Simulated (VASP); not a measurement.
Set up this calculation in VASP 6.6.1, as the native input.

```yaml
Task: single point
Functional: PBE
Potentials_or_basis: VASP PAW PBE potentials, release 64 (Si, Sn_d, B)
Cutoff: 520 eV
k_mesh: 4 × 4 × 6
Occupations: gaussian, width 0.1 eV
Spin: no spin polarisation
Dipole_correction: no
Further_INCAR_settings: ALGO = Normal; EDIFF = 1e-07; NBANDS = 24
```

The structure of Si2SnB3 lies in POSCAR:

```
Si2SnB3
1.0
    2.6327919373     -4.7086026093      0.0000000000
    2.6327919373      4.7086026093      0.0000000000
    0.0000000000      0.0000000000      2.9772696241
Si Sn B
2 1 3
Direct
    0.5000000000      0.0000000000      0.5000000000
    0.0000000000      0.5000000000      0.5000000000
    0.0000000000      0.0000000000      0.0000000000
    0.5991181465      0.4008818535      0.0000000000
    0.4008818535      0.5991181465      0.0000000000
    0.5000000000      0.5000000000      0.5000000000
```

One way to write it, as run:

INCAR

```
  ALGO = Normal
  EDIFF = 1E-7
  ENCUT = 520
  GGA = PE
  ISIF = 2
  ISMEAR = 0
  LASPH = T
  LCHARG = T
  LELF = T
  LREAL = F
  LVHAR = T
  LWAVE = F
  NBANDS = 24
  NELM = 80
  PREC = Accurate
  SIGMA = 0.1
```

KPOINTS

```
k-points
0
Gamma
  4 4 6
```

Potentials or basis: VASP PAW PBE potentials, release 64 (Si, Sn_d, B).

Run with:

```bash
$ cat potpaw_PBE.64/Si/POTCAR potpaw_PBE.64/Sn_d/POTCAR potpaw_PBE.64/B/POTCAR > POTCAR
$ mpirun -np 1 vasp_std > vasp.out
```

It gave:

```yaml
Pressure: 0.0 GPa
Largest_force: 0.012 eV/Å
```

Run time: 28 s on 1 thread of AMD EPYC 9R45 96-Core Processor (Zen 5), on a shared host, peak memory 0.18 GiB.
